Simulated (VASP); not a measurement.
# Si4F in VASP: single point with PBE+D3(BJ)

Aim: the single point of Si4F with PBE+D3(BJ).

Everything below comes from runs of VASP 6.6.1. Logs are shortened: lines on timing, memory, paths and dates and some standing lists are left out, and cuts for length are marked.

## (1) The cell of the first run

The cell holds a slab with vacuum, 5 atoms: a = 3.833 Å, b = 3.833 Å, c = 20.908 Å, α = 90.00°, β = 90.00°, γ = 120.00°.

## (2) Single point, PBE+D3(BJ), collinear spin

INCAR reads:

```
PREC     = Accurate       # precision mode
ENCUT    = 520            # plane-wave cutoff, eV
EDIFF    = 1E-6           # SCF threshold, eV
ISMEAR   = 0              # smearing method
SIGMA    = 0.05           # smearing width, eV
LREAL    = F              # projectors in reciprocal space
LASPH    = T              # aspherical terms in the spheres
NELM     = 150            # most SCF steps
ALGO     = Normal         # electronic algorithm
ISIF     = 2              # what is computed and relaxed
LWAVE    = F              # write WAVECAR
LCHARG   = F              # write CHGCAR
ISPIN    = 2              # spin polarisation
MAGMOM   = 0 0 0 0 1      # initial moments
LORBIT   = 11             # projections on sites
LDIPOL   = T            
IDIPOL   = 3            
DIPOL    = 0.5 0.5 0.326
GGA      = PE             # functional
IVDW     = 12             # dispersion correction
NBANDS   = 24             # bands
```

KPOINTS reads:

```
regular mesh
0
Gamma
  9 9 1
```

POSCAR reads:

```
Si4F
1.0
    3.8333442603      0.0000000000      0.0000000000
   -1.9166721302      3.3197735109      0.0000000000
    0.0000000000      0.0000000000     20.9083834853
Si F
4 1
Direct
    0.3333333333      0.6666666667      0.1913108205
    0.0000000000      0.0000000000      0.2287349533
    0.0000000000      0.0000000000      0.3468742271
    0.6666666667      0.3333333333      0.3782398334
    0.6666666667      0.6666666667      0.4834607846
```

Potentials or basis: VASP PAW PBE potentials, release 64 (Si, F).

Started as:

```
$ cat potpaw_PBE.64/Si/POTCAR potpaw_PBE.64/F/POTCAR > POTCAR
$ mpirun -np 1 vasp_std > vasp.out
```

OUTCAR:

```text
PREC = Accurate
   ENCUT = 520
   EDIFF = 1E-6
   ISMEAR = 0
   LREAL = F
   LASPH = T
   NELM = 150
   ISIF = 2
   ISPIN = 2
   LORBIT = 11
   GGA = PE
   IVDW = 12
 IVDW          = 12

 ion  position               nearest neighbor table
   1  0.333  0.667  0.191-   2 2.35   2 2.35   2 2.35
   2  0.000  0.000  0.229-   1 2.35   1 2.35   1 2.35   3 2.47
   3  0.000  0.000  0.347-   4 2.31   4 2.31   4 2.31   2 2.47
   4  0.667  0.333  0.378-   3 2.31   3 2.31   3 2.31
   5  0.667  0.667  0.483-

  LATTYP: Found a hexagonal cell.
 ALAT       =     3.8333442603
 C/A-ratio  =     5.4543453615

  Lattice vectors:

 A1 = (   3.8333442603,   0.0000000000,   0.0000000000)
 A2 = (  -1.9166721302,   3.3197735109,   0.0000000000)
 A3 = (   0.0000000000,   0.0000000000,  20.9083834853)

Analysis of symmetry for initial positions (statically):
=====================================================================
 Subroutine PRICEL returns:
 Original cell was already a primitive cell.

 Routine SETGRP: Setting up the symmetry group for a
 hexagonal supercell.

 Subroutine GETGRP returns: Found  1 space group operations
 (whereof  1 operations were pure point group operations)
 out of a pool of 24 trial point group operations.

The static configuration has the point symmetry C_1 .

Analysis of symmetry for dynamics (positions and initial velocities):
=====================================================================
 Subroutine PRICEL returns:
 Original cell was already a primitive cell.

 Routine SETGRP: Setting up the symmetry group for a
 hexagonal supercell.

 Subroutine GETGRP returns: Found  1 space group operations
 (whereof  1 operations were pure point group operations)
 out of a pool of 24 trial point group operations.

The dynamic configuration has the point symmetry C_1 .

Analysis of structural, dynamic, and magnetic symmetry:
=====================================================================
 Subroutine PRICEL returns:
 Original cell was already a primitive cell.

 Routine SETGRP: Setting up the symmetry group for a
 hexagonal supercell.

 Subroutine GETGRP returns: Found  1 space group operations
 (whereof  1 operations were pure point group operations)
 out of a pool of 24 trial point group operations.

The overall configuration has the point symmetry C_1 .

 Subroutine INISYM returns: Found  1 space group operations
 (whereof  1 operations are pure point group operations),
 and found     1 'primitive' translations

----------------------------------------------------------------------------------------

                                     Primitive cell

  volume of cell :     266.0766

  direct lattice vectors                    reciprocal lattice vectors
     3.833344260  0.000000000  0.000000000     0.260868822  0.150612684  0.000000000
    -1.916672130  3.319773511  0.000000000     0.000000000  0.301225369  0.000000000
     0.000000000  0.000000000 20.908383485     0.000000000  0.000000000  0.047827705

  length of vectors
     3.833344260  3.833344260 20.908383485     0.301225369  0.301225369  0.047827705

  position of ions in fractional coordinates (direct lattice)
     0.333333333  0.666666667  0.191310821
     0.000000000  0.000000000  0.228734953
     0.000000000  0.000000000  0.346874227
     0.666666667  0.333333333  0.378239833
     0.666666667  0.666666667  0.483460785

  ion indices of the primitive-cell ions
   primitive index   ion index
                 1           1
                 2           2
                 3           3
                 4           4
                 5           5

----------------------------------------------------------------------------------------

 KPOINTS: regular mesh

Automatic generation of k-mesh.
 Grid dimensions read from file:
 generate k-points for:    9    9    1

 Generating k-lattice:

  Cartesian coordinates                     Fractional coordinates (reciprocal lattice)
     0.028985425  0.016734743  0.000000000     0.111111111  0.000000000  0.000000000
     0.000000000  0.033469485  0.000000000     0.000000000  0.111111111  0.000000000
     0.000000000  0.000000000  0.047827705     0.000000000  0.000000000  1.000000000

[... 40 lines left out ...]
   total plane-waves  NPLWV = 144000
   dimension x,y,z NGX =    30 NGY =   30 NGZ =  160
   dimension x,y,z NGXF=    60 NGYF=   60 NGZF=  320
   ions per type =               4   1
   NGX,Y,Z   is equivalent  to a cutoff of  13.01, 13.01, 12.72 a.u.
   NGXF,Y,Z  is equivalent  to a cutoff of  26.02, 26.02, 25.44 a.u.
 SYSTEM =  unknown system
   PREC   = accura    normal or accurate (medium, high low for compatibility)
   ISTART =      0    job   : 0-new  1-cont  2-samecut
   ICHARG =      2    charge: 1-file 2-atom 10-const
   ISPIN  =      2    spin polarized calculation?
   LNONCOLLINEAR =      F non collinear calculations
   LSORBIT =      F    spin-orbit coupling
   LASPH  =      T    aspherical Exc in radial PAW
   ENCUT  =  520.0 eV  38.22 Ry    6.18 a.u.   7.13  7.13 38.88*2*pi/ulx,y,z
   NELM   =    150;   NELMIN=  2; NELMDL= -5     # of ELM steps
   EDIFF  = 0.1E-05   stopping-criterion for ELM
   LREAL  =      F    real-space projection
   EDIFFG = 0.1E-04   stopping-criterion for IOM
   NSW    =      0    number of steps for IOM
   IBRION =     -1    ionic relax: 0-MD 1-quasi-New 2-CG
   NFREE  =      0    steps in history (QN), initial steepest desc. (CG)
   ISIF   =      2    stress and relaxation
   ISYM   =      2    0-nonsym 1-usesym 2-fastsym
   POTIM  = 0.5000    time-step for ionic-motion
   TEBEG  =    0.0;   TEEND  =   0.0 temperature during run
   PSTRESS=    0.0 pullay stress
   NELECT =      23.0000    total number of electrons
   NUPDOWN=      -1.0000    fix difference up-down
   EMIN   =  10.00;   EMAX   =-10.00  energy-range for DOS
   EFERMI =   0.00;   METHOD = LEGACY
   ISMEAR =     0;   SIGMA  =   0.05  broadening in eV -4-tet -1-fermi 0-gaus
   EFERMI_NEDOS =   21; number of points for ismear=-14 and -15
   IALGO  =     38    algorithm
   IMIX   =      4    mixing-type and parameters
     AMIX     =   0.40;   BMIX     =  1.00
     AMIX_MAG =   1.60;   BMIX_MAG =  1.00
  volume/ion in A,a.u.               =      53.22       359.11
  Fermi-wavevector in a.u.,A,eV,Ry     =   0.723850  1.367878  7.128891  0.523959
  Thomas-Fermi vector in A             =   1.814171
   LORBIT       =     11    0 simple, 1 ext, 2 COOP (PROOUT), +10 PAW based schemes
   GGA     = PE    functional components
   LHFCALC =     F    Hartree Fock is set to
   AEXX    =    0.0000 exact exchange contribution
   IVDW    =    12    specifies the selected vdW correction
   LEPSILON=     F    determine dielectric tensor
   LRPA    =     F    only Hartree local field effects (RPA)
 spin polarized calculation
 Gauss-broadening in eV      SIGMA  =   0.05
  energy-cutoff  :      520.00
  volume of cell :      266.08
 maximum number of plane-waves:      7215
 NGX is ok and might be reduce to    30
   NGX = 15   NGY = 15   NGZ = 77

 dipolmoment           0.000000      0.000000     -0.000007 electrons x Angstroem

 number of electron      22.9999998 magnetization       0.9993195

 dipolmoment           0.000000      0.000000      0.367838 electrons x Angstroem

 Free energy of the ion-electron system (eV)
  ---------------------------------------------------
  ext. energy  EPLUGINS =         0.00000000
  ---------------------------------------------------
  free energy    TOTEN  =       -22.54871170 eV

  energy without entropy =      -22.54860053  energy(sigma->0) =      -22.54865612

 E-fermi :  -3.3968     XC(G=0):  -3.9518

 val. band max:       -3.4660164715   @ k =   0.0000   0.0000   0.0000
 cond. band min:      -3.3224895485   @ k =   0.0000   0.4444   0.0000
 fundamental gap:      0.1435269229
 Fermi energy:        -3.3967813932

 spin component 1

 k-point     1 :       0.0000    0.0000    0.0000
  band No.  band energies     occupation
      1     -22.9345      1.00000
      2     -14.7019      1.00000
      3     -13.5581      1.00000
      4      -8.3998      1.00000
      5      -5.4666      1.00000
      6      -4.3606      1.00000
[... 613 lines left out ...]
     22       4.4307      0.00000
     23       4.8461      0.00000

 [... further k-points ...]

 spin component 2

 k-point     1 :       0.0000    0.0000    0.0000
  band No.  band energies     occupation
      1     -22.5529      1.00000
      2     -14.5716      1.00000
      3     -13.4116      1.00000
      4      -8.0905      1.00000
      5      -4.9782      1.00000
      6      -4.2224      1.00000
[... 613 lines left out ...]
     22       4.6504      0.00000
     23       5.0953      0.00000

 [... further k-points ...]

 [bands above 23 left out]

------------------------ aborting loop because EDIFF is reached ----------------------------------------

 vacuum level on the upper side and lower side of the slab       (xc-potential included)         2.551        -2.548

 Edisp (eV)   -1.07646

 E8    (eV) :    -0.4582

  FORCE on cell =-STRESS in cart. coord.  units (eV):
  Direction    XX          YY          ZZ          XY          YZ          ZX
  --------------------------------------------------------------------------------------
  -------------------------------------------------------------------------------------
  Total       0.16532    -0.79056    -7.55950     0.79972    -2.04091     1.20666
  in kB       0.99545    -4.76035   -45.51943     4.81550   -12.28931     7.26588
  external pressure =      -16.43 kB  Pullay stress =        0.00 kB

 VOLUME and BASIS-vectors are now :
 -----------------------------------------------------------------------------
  energy-cutoff  :      520.00
  volume of cell :      266.08
      direct lattice vectors                 reciprocal lattice vectors
     3.833344260  0.000000000  0.000000000     0.260868822  0.150612684  0.000000000
    -1.916672130  3.319773511  0.000000000     0.000000000  0.301225369  0.000000000
     0.000000000  0.000000000 20.908383485     0.000000000  0.000000000  0.047827705

 POSITION                                       TOTAL-FORCE (eV/Angst)
 -----------------------------------------------------------------------------------
     -0.00000      2.21318      4.00000        -0.001712      0.004302      0.451903
      0.00000      0.00000      4.78248        -0.008978      0.076835     -0.083195
      0.00000      0.00000      7.25258         0.022698     -0.140474      0.035244
      1.91667      1.10659      7.90838        -0.552015      0.912827      2.333960
      1.27778      2.21318     10.10838         0.540006     -0.853490     -2.737912
 -----------------------------------------------------------------------------------
    total drift:                                0.000042     -0.000047     -0.000546

  FREE ENERGIE OF THE ION-ELECTRON SYSTEM (eV)
  ---------------------------------------------------
  free  energy   TOTEN  =       -23.6251753536 eV

  energy  without entropy=      -23.6250641828  energy(sigma->0) =      -23.62511977

 vacuum level on the upper side and lower side of the slab         6.688         1.458

 total charge

# of ion       s       p       d       tot
------------------------------------------
    1        0.793   0.856   0.000   1.649
    2        0.762   0.901   0.000   1.663
    3        0.765   0.922   0.000   1.687
    4        0.780   0.803   0.000   1.583
    5        1.750   4.139   0.000   5.890
--------------------------------------------------
tot          4.851   7.620   0.000  12.471

 magnetization (x)

# of ion       s       p       d       tot
------------------------------------------
    1        0.034   0.169   0.000   0.203
    2        0.002   0.009   0.000   0.010
    3        0.006   0.041   0.000   0.047
    4        0.008   0.005   0.000   0.013
    5        0.001   0.192   0.000   0.192
--------------------------------------------------
tot          0.050   0.415   0.000   0.466
```

Run time: 14 min. Hardware: 1 thread of AMD EPYC 7R13 (Zen 3), shared host; peak memory 0.7 GiB.

Results:

| Item | Value |
| --- | --- |
| Free energy | -23.6252 eV |
| Largest force | 2.918 eV/Å |
| Band gap on the k mesh | 0.14 eV (least direct gap 0.29 eV) |
| Net moment | 1.00 μB per cell |
| Site moments | Si +0.20, +0.01, +0.05 (each value once); F +0.19 μB |
| Valence electrons inside the program's atomic spheres | Si 1.65, 1.66, 1.69, 1.58; F 5.89 |
| Dispersion energy per atom | -0.215 eV |

Forces on the atoms (eV/Å):
```
Si  -0.002  0.004  0.452
Si  -0.009  0.077 -0.083
Si   0.023 -0.140  0.035
Si  -0.552  0.913  2.334
F    0.540 -0.853 -2.738
```
